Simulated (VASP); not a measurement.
Wanted: the native input for a VASP 6.6.1 run.

| Item | Value |
| --- | --- |
| Task | relaxation of cell and atoms |
| Functional | PBE |
| Potentials or basis | VASP PAW PBE potentials, release 64 (Nb_sv, Ru_pv, C) |
| Cutoff | 600 eV |
| k mesh | 10 × 10 × 10 |
| Occupations | gaussian, width 0.1 eV |
| Spin | no spin polarisation |
| Dipole correction | no |
| Further INCAR settings | ALGO = Normal; EDIFF = 1e-06; IBRION = 2; EDIFFG = -0.01; NSW = 100; ISIF = 3 |

The structure of NbRu3C lies in POSCAR:

```
NbRu3C
1.0
    4.0651378600      0.0000000000      0.0000000000
    0.0000000000      4.0651378600      0.0000000000
    0.0000000000      0.0000000000      4.0651378600
Nb Ru C
1 3 1
Direct
    0.0000000000      0.0000000000      0.0000000000
    0.0000000000      0.5000000000      0.5000000000
    0.5000000000      0.0000000000      0.5000000000
    0.5000000000      0.5000000000      0.0000000000
    0.5000000000      0.5000000000      0.5000000000
```

One way to write it, as run:

INCAR

```
ALGO = Normal
EDIFF = 1E-6
EDIFFG = -0.01
ENCUT = 600
GGA = PE
IBRION = 2
ISIF = 3
ISMEAR = 0
LASPH = T
LCHARG = F
LREAL = F
LWAVE = F
NELM = 80
NSW = 100
PREC = Accurate
SIGMA = 0.1
```

KPOINTS

```
k-points
0
Gamma
  10 10 10
```

Potentials or basis: VASP PAW PBE potentials, release 64 (Nb_sv, Ru_pv, C).

Launch:

```console
$ cat potpaw_PBE.64/Nb_sv/POTCAR potpaw_PBE.64/Ru_pv/POTCAR potpaw_PBE.64/C/POTCAR > POTCAR
$ mpirun -np 1 vasp_std > vasp.out
```

Results of the run:

The relaxed volume is 13.27 Å³/atom and the relaxed cell is a = 4.048 Å, b = 4.048 Å, c = 4.048 Å, α = 90.00°, β = 90.00°, γ = 90.00°. The space group after relaxing (to 0.05 Å) is Pm-3m (No. 221). The energy gained by relaxing is 1.8 meV/atom, the ionic steps are 3 and the pressure after relaxing is 0.0 GPa.

Run time: 7.2 min on 1 thread of AMD EPYC 7R43 64-Core Processor (Zen 3) (shared host), peak memory 0.23 GiB.
